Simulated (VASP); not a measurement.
# HgTe (I-4m2) in VASP: a series of runs, part 2 of 2

VASP 6.6.1.

## 4. Single point, LDA

This run uses another cell than the first one, of the same volume but with other edges.

The input, INCAR:

```
PREC     = Accurate       # precision mode
ENCUT    = 520            # plane-wave cutoff, eV
EDIFF    = 1E-6           # SCF threshold, eV
ISMEAR   = 0              # smearing method
SIGMA    = 0.15           # smearing width, eV
LREAL    = False          # projectors in reciprocal space
LASPH    = True           # aspherical terms in the spheres
NELM     = 100            # most SCF steps
ALGO     = Normal         # electronic algorithm
ISIF     = 2              # what is computed and relaxed
LWAVE    = False          # write WAVECAR
LCHARG   = False          # write CHGCAR
NBANDS   = 16             # bands
```

The input, KPOINTS:

```
Automatic mesh
0
Gamma
  18 18 18
```

The input, POSCAR:

```
HgTe
1.0
   -3.2807763776      3.2807763776      1.3438588000
    3.2807763776     -3.2807763776      1.3438588000
    3.2807763776      3.2807763776     -1.3438588000
Hg Te
1 1
Direct
    0.2500000000      0.7500000000      0.5000000000
    0.0000000000      0.0000000000      0.0000000000
```

Potentials or basis: VASP PAW LDA potentials, release 64 (Hg, Te).

The run is started by

```
$ cat potpaw_LDA.64/Hg/POTCAR potpaw_LDA.64/Te/POTCAR > POTCAR
$ mpirun -np 1 vasp_std > vasp.out
```

OUTCAR:

```text
PREC = Accurate
   ENCUT = 520
   EDIFF = 1E-6
   ISMEAR = 0
   LREAL = False
   LASPH = True
   NELM = 100
   ISIF = 2

 ion  position               nearest neighbor table
   1  0.250  0.750  0.500-   2 3.35   2 3.35   2 3.35   2 3.35
   2  0.000  0.000  0.000-   1 3.35   1 3.35   1 3.35   1 3.35

  LATTYP: Found a body centered tetragonal cell.
 ALAT       =     6.5615527552
 C/A-ratio  =     0.4096160925

  Lattice vectors:

 A1 = (  -3.2807763776,   3.2807763776,   1.3438588000)
 A2 = (   3.2807763776,  -3.2807763776,   1.3438588000)
 A3 = (   3.2807763776,   3.2807763776,  -1.3438588000)

Analysis of symmetry for initial positions (statically):
=====================================================================
 Subroutine PRICEL returns:
 Original cell was already a primitive cell.

 Routine SETGRP: Setting up the symmetry group for a
 body centered tetragonal supercell.

 Subroutine GETGRP returns: Found  8 space group operations
 (whereof  8 operations were pure point group operations)
 out of a pool of 16 trial point group operations.

The static configuration has the point symmetry D_2d.

Analysis of symmetry for dynamics (positions and initial velocities):
=====================================================================
 Subroutine PRICEL returns:
 Original cell was already a primitive cell.

 Routine SETGRP: Setting up the symmetry group for a
 body centered tetragonal supercell.

 Subroutine GETGRP returns: Found  8 space group operations
 (whereof  8 operations were pure point group operations)
 out of a pool of 16 trial point group operations.

The dynamic configuration has the point symmetry D_2d.

 Subroutine INISYM returns: Found  8 space group operations
 (whereof  8 operations are pure point group operations),
 and found     1 'primitive' translations

----------------------------------------------------------------------------------------

                                     Primitive cell

  volume of cell :      57.8585

  direct lattice vectors                    reciprocal lattice vectors
    -3.280776378  3.280776378  1.343858800     0.000000000  0.152402951  0.372062898
     3.280776378 -3.280776378  1.343858800     0.152402951  0.000000000  0.372062898
     3.280776378  3.280776378 -1.343858800     0.152402951  0.152402951  0.000000000

  length of vectors
     4.830418590  4.830418590  4.830418590     0.402066487  0.402066487  0.215530320

  position of ions in fractional coordinates (direct lattice)
     0.250000000  0.750000000  0.500000000
     0.000000000  0.000000000  0.000000000

  ion indices of the primitive-cell ions
   primitive index   ion index
                 1           1
                 2           2

----------------------------------------------------------------------------------------

 KPOINTS: Automatic mesh

Automatic generation of k-mesh.
 Grid dimensions read from file:
 generate k-points for:   18   18   18

 Generating k-lattice:

  Cartesian coordinates                     Fractional coordinates (reciprocal lattice)
     0.000000000  0.008466831  0.020670161     0.055555556  0.000000000 -0.000000000
     0.008466831  0.000000000  0.020670161     0.000000000  0.055555556 -0.000000000
     0.008466831  0.008466831  0.000000000     0.000000000  0.000000000  0.055555556

  Length of vectors
     0.022337027  0.022337027  0.011973907

  Shift w.r.t. Gamma in fractional coordinates (k-lattice)
     0.000000000  0.000000000  0.000000000

 Subroutine IBZKPT returns following result:
 ===========================================

 Found    480 irreducible k-points:

 Following reciprocal coordinates:
            Coordinates               Weight
  0.000000  0.000000  0.000000      1.000000
  0.055556  0.000000  0.000000      8.000000
  0.111111  0.000000  0.000000      8.000000
  0.166667  0.000000  0.000000      8.000000
  0.222222  0.000000  0.000000      8.000000
  0.277778  0.000000 -0.000000      8.000000
[... 16 lines left out ...]
 -0.277778  0.055556  0.000000     16.000000
 -0.222222  0.055556  0.000000     16.000000
 [... further k-points ...]
   k-points           NKPTS =    480   k-points in BZ     NKDIM =    480   number of bands    NBANDS=     16
   number of dos      NEDOS =    301   number of ions     NIONS =      2
   total plane-waves  NPLWV =  46656
   dimension x,y,z NGX =    36 NGY =   36 NGZ =   36
   dimension x,y,z NGXF=    72 NGYF=   72 NGZF=   72
   ions per type =               1   1
   NGX,Y,Z   is equivalent  to a cutoff of  12.39, 12.39, 12.39 a.u.
   NGXF,Y,Z  is equivalent  to a cutoff of  24.78, 24.78, 24.78 a.u.
 SYSTEM =  unknown system
   PREC   = accura    normal or accurate (medium, high low for compatibility)
   ISTART =      0    job   : 0-new  1-cont  2-samecut
   ICHARG =      2    charge: 1-file 2-atom 10-const
   ISPIN  =      1    spin polarized calculation?
   LNONCOLLINEAR =      F non collinear calculations
   LSORBIT =      F    spin-orbit coupling
   LASPH  =      T    aspherical Exc in radial PAW
   ENCUT  =  520.0 eV  38.22 Ry    6.18 a.u.   8.98  8.98  8.98*2*pi/ulx,y,z
   NELM   =    100;   NELMIN=  2; NELMDL= -5     # of ELM steps
   EDIFF  = 0.1E-05   stopping-criterion for ELM
   LREAL  =      F    real-space projection
   EDIFFG = 0.1E-04   stopping-criterion for IOM
   NSW    =      0    number of steps for IOM
   IBRION =     -1    ionic relax: 0-MD 1-quasi-New 2-CG
   NFREE  =      0    steps in history (QN), initial steepest desc. (CG)
   ISIF   =      2    stress and relaxation
   ISYM   =      2    0-nonsym 1-usesym 2-fastsym
   POTIM  = 0.5000    time-step for ionic-motion
   TEBEG  =    0.0;   TEEND  =   0.0 temperature during run
   PSTRESS=    0.0 pullay stress
   NELECT =      18.0000    total number of electrons
   NUPDOWN=      -1.0000    fix difference up-down
   EMIN   =  10.00;   EMAX   =-10.00  energy-range for DOS
   EFERMI =   0.00;   METHOD = LEGACY
   ISMEAR =     0;   SIGMA  =   0.15  broadening in eV -4-tet -1-fermi 0-gaus
   EFERMI_NEDOS =   21; number of points for ismear=-14 and -15
   IALGO  =     38    algorithm
   IMIX   =      4    mixing-type and parameters
     AMIX     =   0.40;   BMIX     =  1.00
     AMIX_MAG =   1.60;   BMIX_MAG =  1.00
  volume/ion in A,a.u.               =      28.93       195.22
  Fermi-wavevector in a.u.,A,eV,Ry     =   1.109286  2.096246 16.742166  1.230515
  Thomas-Fermi vector in A             =   2.245823
   LORBIT       =      0    0 simple, 1 ext, 2 COOP (PROOUT), +10 PAW based schemes
   GGA     = CA    functional components
   LHFCALC =     F    Hartree Fock is set to
   AEXX    =    0.0000 exact exchange contribution
   IVDW    =     0    specifies the selected vdW correction
   LEPSILON=     F    determine dielectric tensor
   LRPA    =     F    only Hartree local field effects (RPA)
 non-spin polarized calculation
 Gauss-broadening in eV      SIGMA  =   0.15
  energy-cutoff  :      520.00
  volume of cell :       57.86
 maximum number of plane-waves:      1584
   NGX = 17   NGY = 17   NGZ = 17

 number of electron      17.9999998 magnetization

 Free energy of the ion-electron system (eV)
  ---------------------------------------------------
  ext. energy  EPLUGINS =         0.00000000
  ---------------------------------------------------
  free energy    TOTEN  =        -4.32009678 eV

  energy without entropy =       -4.30486483  energy(sigma->0) =       -4.31248081

 E-fermi :   4.0296     XC(G=0): -10.0041

 val. band max:        4.0248000225   @ k =  -0.2778  -0.4444   0.0556
 cond. band min:       4.0297384428   @ k =   0.3333   0.2222   0.0556
 fundamental gap:      0.0049384203
 Fermi energy:         4.0296304013

 k-point     1 :       0.0000    0.0000    0.0000
  band No.  band energies     occupation
      1      -9.1244      2.00000
      2      -4.5931      2.00000
      3      -2.4718      2.00000
      4      -2.4213      2.00000
      5      -1.4529      2.00000
      6      -1.4529      2.00000
[... 8 lines left out ...]
     15      12.6882      0.00000
     16      16.7255      0.00000
[... 419 lines left out ...]
 k-point    24 :      -0.2222    0.0556    0.0000
  band No.  band energies     occupation
      1      -8.4850      2.00000
      2      -3.7131      2.00000
      3      -2.4046      2.00000
      4      -2.3701      2.00000
      5      -2.0091      2.00000
      6      -1.9922      2.00000
[... 8 lines left out ...]
     15      14.9631      0.00000
     16      15.2636      0.00000

 [... further k-points ...]

------------------------ aborting loop because EDIFF is reached ----------------------------------------

  FORCE on cell =-STRESS in cart. coord.  units (eV):
  Direction    XX          YY          ZZ          XY          YZ          ZX
  --------------------------------------------------------------------------------------
  -------------------------------------------------------------------------------------
  Total       -1.0192460     -1.0192460      5.1670260      0.0000000      0.0000000      0.0000000
  in kB      -28.2242695    -28.2242695    143.0817810      0.0000000      0.0000000      0.0000000
  external PRESSURE =      28.8777473 kB  Pullay stress =       0.0000000 kB

 VOLUME and BASIS-vectors are now :
 -----------------------------------------------------------------------------
  energy-cutoff  :      520.00
  volume of cell :       57.86
      direct lattice vectors                 reciprocal lattice vectors
    -3.280776378  3.280776378  1.343858800     0.000000000  0.152402951  0.372062898
     3.280776378 -3.280776378  1.343858800     0.152402951  0.000000000  0.372062898
     3.280776378  3.280776378 -1.343858800     0.152402951  0.152402951  0.000000000

 POSITION                                       TOTAL-FORCE (eV/Angst)
 -----------------------------------------------------------------------------------
      3.28078      0.00000      0.67193        -0.000000      0.000000      0.000000
      0.00000      0.00000      0.00000         0.000000     -0.000000     -0.000000
 -----------------------------------------------------------------------------------
    total drift:                                0.000000     -0.000000     -0.000000

  FREE ENERGIE OF THE ION-ELECTRON SYSTEM (eV)
  ---------------------------------------------------
  free  energy   TOTEN  =        -4.3200967808 eV

  energy  without entropy=       -4.3048648348  energy(sigma->0) =       -4.31248081
```

Run time: 6.1 min. Hardware: 1 thread of Intel Xeon 6975P-C, shared host; peak memory 0.55 GiB.

What came out:

- Free energy: -4.3201 eV
- Pressure: 2.9 GPa
- Band gap on the k mesh: zero (band 9 reaches 4.61 eV, above the bottom of band 10 at 2.18 eV)

Caveat: spin-orbit coupling is left out, which moves the levels of the heavy elements.

## 5. Summary

```tsv
cell	gap on the mesh (eV)	pressure (GPa)
a = 4.622 Å, angles 96.2, 96.2, 141.7°, 2 atoms	none	-4.4
a = 4.534 Å, angles 97.3, 97.3, 138.4°, 2 atoms	none	-5.1
a = 4.830 Å, angles 94.4, 94.4, 147.7°, 2 atoms	none	2.9
```

Alike in all rows: task single point; level LDA; potentials or basis VASP PAW LDA potentials, release 64 (Hg, Te); no spin polarisation; k mesh 18 × 18 × 18; cutoff (eV) 520; smearing gaussian 0.15 eV.

Caveats: spin-orbit coupling is left out, which moves the levels of the heavy elements.

Total energies depend on the potentials used, so only differences within one code and one set of settings carry meaning.
